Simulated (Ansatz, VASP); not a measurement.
Be3AlP3 in VASP and in Ansatz

File INCAR:

```
SYSTEM = Be3AlP3
ALGO = Normal
EDIFF = 1E-6
ENCUT = 520
GGA = PE
ISIF = 2
ISMEAR = 0
LASPH = .TRUE.
LCHARG = .TRUE.
LELF = .TRUE.
LREAL = .FALSE.
LVHAR = .TRUE.
LWAVE = .FALSE.
NBANDS = 21
NELM = 80
PREC = Accurate
SIGMA = 0.1
```

The input KPOINTS:

```
k-points
0
G
  6 6 4
  0 0 0
```

The input POSCAR:

```
Be3AlP3
1.0
    5.1114083700      0.0000000000      0.0000000000
   -2.5557041900      4.4266095000      0.0000000000
    0.0000000000      0.0000000000      4.5060934700
Be Al P
3 1 3
Direct
    0.0000000000      0.0000000000      0.5000000000
    0.3333333300      0.6666666700      0.5000000000
    0.6666666700      0.3333333300      0.5000000000
    0.0000000000      0.0000000000      0.0000000000
    0.5441934600      0.0000000000      0.5000000000
    0.0000000000      0.5441934600      0.5000000000
    0.4558065400      0.4558065400      0.5000000000
```

Input for Ansatz:

```yaml
crystal:
  lattice:
    - [5.11140837, 0.0, 0.0]
    - [-2.55570419, 4.4266095, 0.0]
    - [0.0, 0.0, 4.50609347]
  atoms:
    - { symbol: Be, position: [0.0, 0.0, 0.5] }
    - { symbol: Be, position: [0.33333333, 0.66666667, 0.5] }
    - { symbol: Be, position: [0.66666667, 0.33333333, 0.5] }
    - { symbol: Al, position: [0.0, 0.0, 0.0] }
    - { symbol: P, position: [0.54419346, 0.0, 0.5] }
    - { symbol: P, position: [0.0, 0.54419346, 0.5] }
    - { symbol: P, position: [0.45580654, 0.45580654, 0.5] }
basis:
  ecutwfc: 420
kpoints:
  mp_grid: { grid: [6, 6, 4] }
hamiltonian:
  xc: pbe
scf:
  occupations: { method: gaussian, width: 0.1 }
  lower_state_search: "off"
output:
  forces: true
  stress: true
  eigenvalues: true
```

Alike in both runs: task single point; functional PBE; k mesh 6 × 6 × 4; occupations gaussian, width 0.1 eV; no spin polarisation.

|  | VASP | Ansatz |
| --- | --- | --- |
| version | VASP 6.6.1 | Ansatz 0.2.0 |
| potentials or method | VASP PAW PBE potentials, release 64 (Be, Al, P), cutoff 520 eV | scalar-relativistic, plane waves, PAW |
| valence electrons in the cell | 24 | 24 |

|  | VASP | Ansatz | Ansatz less VASP |
| --- | --- | --- | --- |
| gap on the k mesh at the Fermi level (eV) | none | none | - |
| rms of the force components (eV/Å) | 2.307 | 2.296 | -0.0106 |

Atom by atom the forces differ by 0.011 eV/Å (rms over components). A gap of «none» marks a metal or a gap that the smearing closes. The functional is the same, so the differences come from potentials, cutoffs and numerics.
